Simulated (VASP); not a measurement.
# Cd3Se (I4/mmm) in VASP: a series of runs

Aim: see how the results for Cd3Se move with the level of theory and the settings. Levels: PBEsol, PBEsol+D3(BJ). Tasks: single point.

All numbers are computed with VASP 6.6.1; they aren't measurements. Logs are shortened: lines on timing, memory, paths and dates and some standing lists are left out, and cuts for length are marked.

## 1. The cell of the first run

Symmetry: I4/mmm, No. 139, tetragonal system. The conventional cell has a = 4.082 Å, b = 4.082 Å, c = 12.174 Å, α = 90.00°, β = 90.00°, γ = 90.00°. Within 3.8 Å of Cd (site symmetry 4/mmm) lie 4 Se at 2.89 Å and 8 Cd at 3.66 Å. Cd (site symmetry -4m2) has 8 Cd at 2.89 to 3.66 Å and 4 Se at 3.66 Å within 3.8 Å. Within 3.8 Å of Se (site symmetry 4/mmm) lie 12 Cd at 2.89 to 3.66 Å.

## 2. Single point, PBEsol

Input file INCAR:

```
PREC = Accurate ; ENCUT = 520
EDIFF = 1E-6 ; ISMEAR = -1
SIGMA = 0.05 ; LREAL = F
LASPH = T ; NELM = 100
ALGO = Normal ; ISIF = 2
LWAVE = F ; LCHARG = F
GGA = PS ; NBANDS = 29
```

Input file KPOINTS:

```
regular mesh
0
Gamma
  7 7 7
```

Input file POSCAR:

```
Cd3Se
1.0
   -2.0409530000      2.0409530000      6.0870800000
    2.0409530000     -2.0409530000      6.0870800000
    2.0409530000      2.0409530000     -6.0870800000
Cd Se
3 1
Direct
    0.5000000000      0.5000000000      0.0000000000
    0.2500000000      0.7500000000      0.5000000000
    0.7500000000      0.2500000000      0.5000000000
    0.0000000000      0.0000000000      0.0000000000
```

Potentials or basis: VASP PAW PBE potentials, release 64 (Cd, Se).

Run with:

```
> cat potpaw_PBE.64/Cd/POTCAR potpaw_PBE.64/Se/POTCAR > POTCAR
> mpirun -np 1 vasp_std > vasp.out
```

OUTCAR:

```text
PREC = Accurate
   ENCUT = 520
   EDIFF = 1E-6
   ISMEAR = -1
   LREAL = F
   LASPH = T
   NELM = 100
   ISIF = 2
   GGA = PS

 ion  position               nearest neighbor table
   1  0.500  0.500  0.000-   4 2.89   4 2.89   4 2.89   4 2.89   3 3.66   2 3.66   3 3.66   3 3.66
                             2 3.66   2 3.66   3 3.66   2 3.66
   2  0.250  0.750  0.500-   3 2.89   3 2.89   3 2.89   3 2.89   1 3.66   1 3.66   1 3.66   1 3.66

   3  0.750  0.250  0.500-   2 2.89   2 2.89   2 2.89   2 2.89   1 3.66   1 3.66   1 3.66   1 3.66

   4  0.000  0.000  0.000-   1 2.89   1 2.89   1 2.89   1 2.89

  LATTYP: Found a body centered tetragonal cell.
 ALAT       =     4.0819060000
 C/A-ratio  =     2.9824694640

  Lattice vectors:

 A1 = (  -2.0409530000,   2.0409530000,   6.0870800000)
 A2 = (   2.0409530000,  -2.0409530000,   6.0870800000)
 A3 = (   2.0409530000,   2.0409530000,  -6.0870800000)

Analysis of symmetry for initial positions (statically):
=====================================================================
 Subroutine PRICEL returns:
 Original cell was already a primitive cell.

 Routine SETGRP: Setting up the symmetry group for a
 body centered tetragonal supercell.

 Subroutine GETGRP returns: Found 16 space group operations
 (whereof 16 operations were pure point group operations)
 out of a pool of 16 trial point group operations.

The static configuration has the point symmetry D_4h.

Analysis of symmetry for dynamics (positions and initial velocities):
=====================================================================
 Subroutine PRICEL returns:
 Original cell was already a primitive cell.

 Routine SETGRP: Setting up the symmetry group for a
 body centered tetragonal supercell.

 Subroutine GETGRP returns: Found 16 space group operations
 (whereof 16 operations were pure point group operations)
 out of a pool of 16 trial point group operations.

The dynamic configuration has the point symmetry D_4h.

 Subroutine INISYM returns: Found 16 space group operations
 (whereof 16 operations are pure point group operations),
 and found     1 'primitive' translations

----------------------------------------------------------------------------------------

                                     Primitive cell

  volume of cell :     101.4227

  direct lattice vectors                    reciprocal lattice vectors
    -2.040953000  2.040953000  6.087080000     0.000000000  0.244983593  0.082141191
     2.040953000 -2.040953000  6.087080000     0.244983593  0.000000000  0.082141191
     2.040953000  2.040953000 -6.087080000     0.244983593  0.244983593  0.000000000

  length of vectors
     6.736729267  6.736729267  6.736729267     0.258387570  0.258387570  0.346459120

  position of ions in fractional coordinates (direct lattice)
     0.500000000  0.500000000  0.000000000
     0.250000000  0.750000000  0.500000000
     0.750000000  0.250000000  0.500000000
     0.000000000  0.000000000  0.000000000

  ion indices of the primitive-cell ions
   primitive index   ion index
                 1           1
                 2           2
                 3           3
                 4           4

----------------------------------------------------------------------------------------

 KPOINTS: regular mesh

Automatic generation of k-mesh.
 Grid dimensions read from file:
 generate k-points for:    7    7    7

 Generating k-lattice:

  Cartesian coordinates                     Fractional coordinates (reciprocal lattice)
     0.000000000  0.034997656  0.011734456     0.142857143 -0.000000000  0.000000000
     0.034997656  0.000000000  0.011734456    -0.000000000  0.142857143  0.000000000
     0.034997656  0.034997656  0.000000000     0.000000000  0.000000000  0.142857143

  Length of vectors
     0.036912510  0.036912510  0.049494160

  Shift w.r.t. Gamma in fractional coordinates (k-lattice)
     0.000000000  0.000000000  0.000000000

 Subroutine IBZKPT returns following result:
 ===========================================

 Found     40 irreducible k-points:

 Following reciprocal coordinates:
            Coordinates               Weight
  0.000000  0.000000  0.000000      1.000000
  0.142857 -0.000000  0.000000      8.000000
  0.285714  0.000000  0.000000      8.000000
  0.428571 -0.000000  0.000000      8.000000
  0.142857  0.142857  0.000000      8.000000
  0.285714  0.142857  0.000000     16.000000
[... 16 lines left out ...]
 -0.142857  0.285714  0.142857      8.000000
 -0.428571  0.428571  0.142857      8.000000
 [... further k-points ...]
   k-points           NKPTS =     40   k-points in BZ     NKDIM =     40   number of bands    NBANDS=     29
   number of dos      NEDOS =    301   number of ions     NIONS =      4
   total plane-waves  NPLWV = 125000
   dimension x,y,z NGX =    50 NGY =   50 NGZ =   50
   dimension x,y,z NGXF=   100 NGYF=  100 NGZF=  100
   ions per type =               3   1
   NGX,Y,Z   is equivalent  to a cutoff of  12.34, 12.34, 12.34 a.u.
   NGXF,Y,Z  is equivalent  to a cutoff of  24.68, 24.68, 24.68 a.u.
 SYSTEM =  unknown system
   PREC   = accura    normal or accurate (medium, high low for compatibility)
   ISTART =      0    job   : 0-new  1-cont  2-samecut
   ICHARG =      2    charge: 1-file 2-atom 10-const
   ISPIN  =      1    spin polarized calculation?
   LNONCOLLINEAR =      F non collinear calculations
   LSORBIT =      F    spin-orbit coupling
   LASPH  =      T    aspherical Exc in radial PAW
   ENCUT  =  520.0 eV  38.22 Ry    6.18 a.u.  12.53 12.53 12.53*2*pi/ulx,y,z
   NELM   =    100;   NELMIN=  2; NELMDL= -5     # of ELM steps
   EDIFF  = 0.1E-05   stopping-criterion for ELM
   LREAL  =      F    real-space projection
   EDIFFG = 0.1E-04   stopping-criterion for IOM
   NSW    =      0    number of steps for IOM
   IBRION =     -1    ionic relax: 0-MD 1-quasi-New 2-CG
   NFREE  =      0    steps in history (QN), initial steepest desc. (CG)
   ISIF   =      2    stress and relaxation
   ISYM   =      2    0-nonsym 1-usesym 2-fastsym
   POTIM  = 0.5000    time-step for ionic-motion
   TEBEG  =    0.0;   TEEND  =   0.0 temperature during run
   PSTRESS=    0.0 pullay stress
   NELECT =      42.0000    total number of electrons
   NUPDOWN=      -1.0000    fix difference up-down
   EMIN   =  10.00;   EMAX   =-10.00  energy-range for DOS
   EFERMI =   0.00;   METHOD = LEGACY
   ISMEAR =    -1;   SIGMA  =   0.05  broadening in eV -4-tet -1-fermi 0-gaus
   EFERMI_NEDOS =   21; number of points for ismear=-14 and -15
   IALGO  =     38    algorithm
   IMIX   =      4    mixing-type and parameters
     AMIX     =   0.40;   BMIX     =  1.00
     AMIX_MAG =   1.60;   BMIX_MAG =  1.00
  volume/ion in A,a.u.               =      25.36       171.11
  Fermi-wavevector in a.u.,A,eV,Ry     =   1.220243  2.305925 20.258973  1.488993
  Thomas-Fermi vector in A             =   2.355467
   LORBIT       =      0    0 simple, 1 ext, 2 COOP (PROOUT), +10 PAW based schemes
   GGA     = PS    functional components
   LHFCALC =     F    Hartree Fock is set to
   AEXX    =    0.0000 exact exchange contribution
   IVDW    =     0    specifies the selected vdW correction
   LEPSILON=     F    determine dielectric tensor
   LRPA    =     F    only Hartree local field effects (RPA)
 non-spin polarized calculation
  energy-cutoff  :      520.00
  volume of cell :      101.42
 maximum number of plane-waves:      2767
 NGX is ok and might be reduce to    50
   NGX = 25   NGY = 25   NGZ = 25

 number of electron      41.9999997 magnetization

 Free energy of the ion-electron system (eV)
  ---------------------------------------------------
  ext. energy  EPLUGINS =         0.00000000
  ---------------------------------------------------
  free energy    TOTEN  =        -7.39052873 eV

  energy without entropy =       -7.37256373  energy(sigma->0) =       -7.38154623

 E-fermi :   1.8592     XC(G=0): -10.1319

 val. band max:        1.8502873824   @ k =   0.4286   0.4286   0.0000
 cond. band min:       1.8999176417   @ k =   0.4286   0.2857   0.0000
 fundamental gap:      0.0496302593
 Fermi energy:         1.8592358722

 k-point     1 :       0.0000    0.0000    0.0000
  band No.  band energies     occupation
      1     -11.0450      2.00000
      2      -7.5357      2.00000
      3      -7.2787      2.00000
      4      -7.1312      2.00000
      5      -6.7355      2.00000
      6      -6.7355      2.00000
[... 21 lines left out ...]
     28      10.2410      0.00000
     29      10.2410      0.00000

 k-point     2 :       0.1429   -0.0000    0.0000
  band No.  band energies     occupation
      1     -10.9659      2.00000
      2      -7.4592      2.00000
      3      -7.2056      2.00000
      4      -7.0559      2.00000
      5      -6.7339      2.00000
      6      -6.7207      2.00000
[... 21 lines left out ...]
     28       9.6746      0.00000
     29       9.7503      0.00000

 k-point     3 :       0.2857    0.0000    0.0000
  band No.  band energies     occupation
      1     -10.7734      2.00000
      2      -7.2360      2.00000
      3      -7.0049      2.00000
      4      -6.8739      2.00000
      5      -6.7211      2.00000
      6      -6.7114      2.00000
[... 21 lines left out ...]
     28       8.9046      0.00000
     29       9.9849      0.00000

 k-point     4 :       0.4286   -0.0000    0.0000
  band No.  band energies     occupation
      1     -10.6002      2.00000
      2      -6.8889      2.00000
      3      -6.8054      2.00000
      4      -6.7517      2.00000
      5      -6.7200      2.00000
      6      -6.6706      2.00000
[... 21 lines left out ...]
     28       8.7610      0.00000
     29       9.3284      0.00000

 k-point     5 :       0.1429    0.1429    0.0000
  band No.  band energies     occupation
      1     -10.8960      2.00000
      2      -7.4211      2.00000
      3      -7.1368      2.00000
      4      -6.9602      2.00000
      5      -6.7938      2.00000
      6      -6.6608      2.00000
[... 21 lines left out ...]
     28       9.5218      0.00000
     29      10.6572      0.00000
[... 510 lines left out ...]
     28      10.4738      0.00000
     29      10.7880      0.00000

 k-point    22 :      -0.2857    0.2857    0.1429
  band No.  band energies     occupation
      1     -10.5995      2.00000
      2      -7.0253      2.00000
      3      -6.7750      2.00000
      4      -6.7352      2.00000
      5      -6.7142      2.00000
      6      -6.6822      2.00000
[... 21 lines left out ...]
     28       9.1138      0.00000
     29       9.3121      0.00000

 k-point    23 :      -0.1429    0.2857    0.1429
  band No.  band energies     occupation
      1     -10.6027      2.00000
      2      -6.8903      2.00000
      3      -6.7817      2.00000
      4      -6.7479      2.00000
      5      -6.7248      2.00000
      6      -6.6680      2.00000
[... 21 lines left out ...]
     28       8.7543      0.00000
     29       9.7530      0.00000

 k-point    24 :      -0.4286    0.4286    0.1429
  band No.  band energies     occupation
      1     -10.5882      2.00000
      2      -7.1653      2.00000
      3      -6.9424      2.00000
      4      -6.8672      2.00000
      5      -6.8312      2.00000
      6      -6.6267      2.00000
[... 21 lines left out ...]
     28       9.0372      0.00000
     29      10.3129      0.00000

 [... further k-points ...]

------------------------ aborting loop because EDIFF is reached ----------------------------------------

  FORCE on cell =-STRESS in cart. coord.  units (eV):
  Direction    XX          YY          ZZ          XY          YZ          ZX
  --------------------------------------------------------------------------------------
  -------------------------------------------------------------------------------------
  Total       -2.6501651     -2.6501651     -1.2786273      0.0000000      0.0000000     -0.0000000
  in kB      -41.8647499    -41.8647499    -20.1985204      0.0000000      0.0000000     -0.0000000
  external PRESSURE =     -34.6426734 kB  Pullay stress =       0.0000000 kB

 VOLUME and BASIS-vectors are now :
 -----------------------------------------------------------------------------
  energy-cutoff  :      520.00
  volume of cell :      101.42
      direct lattice vectors                 reciprocal lattice vectors
    -2.040953000  2.040953000  6.087080000     0.000000000  0.244983593  0.082141191
     2.040953000 -2.040953000  6.087080000     0.244983593  0.000000000  0.082141191
     2.040953000  2.040953000 -6.087080000     0.244983593  0.244983593  0.000000000

 POSITION                                       TOTAL-FORCE (eV/Angst)
 -----------------------------------------------------------------------------------
      0.00000      0.00000      6.08708         0.000000      0.000000      0.000000
      2.04095      0.00000      3.04354        -0.000000      0.000000     -0.000000
      0.00000      2.04095      3.04354         0.000000     -0.000000     -0.000000
      0.00000      0.00000      0.00000         0.000000      0.000000      0.000000
 -----------------------------------------------------------------------------------
    total drift:                               -0.000000      0.000000      0.000000

  FREE ENERGIE OF THE ION-ELECTRON SYSTEM (eV)
  ---------------------------------------------------
  free  energy   TOTEN  =        -7.3905287266 eV

  energy  without entropy=       -7.3725637279  energy(sigma->0) =       -7.38154623
```

Run time: 4.6 min. Hardware: 1 thread of Intel Xeon 8259CL, shared host; peak memory 0.4 GiB.

What came out:

```yaml
Free_energy: -7.3905 eV
Pressure: -3.5 GPa
Band_gap_on_the_k_mesh: zero (bands 21 and 22 overlap by 1.72 eV)
```

Levels at points of the mesh, in eV from the Fermi level:
```
           k point  band 19  band 20  band 21  band 22  band 23  band 24
(0.00, 0.00, 0.00)    -1.91    -1.91    -0.61     2.37     2.75     2.75
```

Caveat: the cell stands under tension; the PAW data sets were made with another functional, which shifts forces and pressure a little.

(Part 1 of 2 ends here.)
